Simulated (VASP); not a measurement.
A run of VASP 6.6.1 is set up as follows.

The input INCAR:

```
PREC = Accurate ; ENCUT = 520
EDIFF = 1E-6 ; ISMEAR = 0
SIGMA = 0.02 ; LREAL = Auto
LASPH = True ; NELM = 150
ALGO = Normal ; ISIF = 2
LWAVE = False ; LCHARG = True
ISPIN = 2 ; MAGMOM = 0.02 0.07 0.07 0.05 0.02 0.02 0.08 0.02 0.02 0.02 0.12 0.08 0.11 0.07 0.08 0.11 -0.02 -0.02 -0.02 -0.02 -0.02 -0.02 -0.02 -0.02 -0.02 -0.02 0 -0.02 -0.02 -0.02 -0.02 -0.02 0.08
LORBIT = 11 ; GGA = PE
IVDW = 12 ; LELF = True
LVHAR = True ; NBANDS = 90
```

The input KPOINTS:

```
Automatic mesh
0
Gamma
  2 2 2
  0.5 0.5 0.5
```

File POSCAR:

```
HC32
1.0
    5.6709571555      0.0000000000     -3.4026574436
   -2.8677434780     -4.9298468454     -3.3594911955
   -2.8677434780      4.9298468454     -3.3594911955
C H
32 1
Direct
    0.4152739225      0.0404786738      0.5402631656
    0.6666189448      0.7923066098      0.5405000043
    0.9484057679      0.5734803402      0.5734951480
    0.4129827217      0.2878457619      0.2878822742
    0.1667859639      0.2915392329      0.5402621726
    0.6627305054      0.0384768354      0.2880235330
    0.9151922795      0.7922839795      0.2917087938
    0.4152278799      0.5402112317      0.0404671063
    0.1667824974      0.5402213145      0.2915484777
    0.6627453880      0.2880017538      0.0385514081
    0.9150330689      0.0403921862      0.0404268728
    0.4217228741      0.7956523936      0.7956720696
    0.1703294396      0.7954878788      0.0467108649
    0.6666384345      0.5404983345      0.7923858756
    0.9152331568      0.2917180344      0.7923684759
    0.1703548657      0.0466972056      0.7955326392
    0.5800745227      0.9560899140      0.4550449369
    0.8339309895      0.7150701010      0.4591063684
    0.0894905437      0.4587877022      0.4587992644
    0.5797686164      0.2050763732      0.2051238392
    0.3306499815      0.2051241634      0.4549104222
    0.8297780307      0.9561060947      0.2052637022
    0.0855424187      0.7107693667      0.2105670121
    0.5800702049      0.4550177719      0.9561479444
    0.3306398882      0.4548648159      0.2051302828
    0.8297974979      0.2052524777      0.9561749944
    0.0862725488      0.9621753680      0.9622080262
    0.5856888732      0.7110423720      0.7110727989
    0.3370967549      0.7114876839      0.9622831018
    0.8339644349      0.4591258132      0.7151656132
    0.0855873062      0.2105845812      0.7108447470
    0.3371451808      0.9622998280      0.7115433565
    1.0597289600      0.6836913110      0.6836476991
```

Potentials or basis: VASP PAW PBE potentials, release 64 (C, H).

Command:

```console
$ cat potpaw_PBE.64/C/POTCAR potpaw_PBE.64/H/POTCAR > POTCAR
$ mpirun -np 1 vasp_std > vasp.out
```

Question: What does it give for the largest force?

Answer: 0.037 eV/Å.

Question: What does it give for the site moments?

Answer: C -0.01, -0.02, -0.00, +0.02, +0.09, +0.04, +0.06, +0.05 (each value once); H +0.05 μB.

Question: Predict the net moment.

Answer: 1.00 μB per cell.

Forces on the atoms (eV/Å):
```
C   -0.006  0.007 -0.008
C   -0.011 -0.003 -0.003
C    0.009  0.003 -0.004
C    0.010 -0.002  0.000
C    0.005  0.011  0.002
C    0.020 -0.004  0.005
C    0.008  0.001  0.005
C   -0.006 -0.004 -0.009
C    0.004 -0.011  0.004
C    0.019  0.001  0.005
C   -0.008 -0.001 -0.012
C   -0.013  0.001  0.002
C   -0.001 -0.003  0.002
C   -0.008  0.003 -0.001
C    0.006 -0.002  0.005
C   -0.004  0.002  0.000
C   -0.003  0.009  0.008
C    0.007  0.015  0.014
C   -0.018  0.004  0.008
C    0.006  0.001 -0.008
C    0.004  0.004  0.005
C    0.000  0.010  0.005
C   -0.002  0.005 -0.002
C    0.000 -0.010  0.008
C    0.003 -0.003  0.005
C    0.001 -0.011  0.004
C   -0.005 -0.001 -0.014
C    0.008  0.001  0.009
C   -0.009 -0.002 -0.006
C    0.013 -0.017  0.014
C   -0.003 -0.005  0.000
C   -0.011  0.002 -0.003
H   -0.011  0.000 -0.035
```
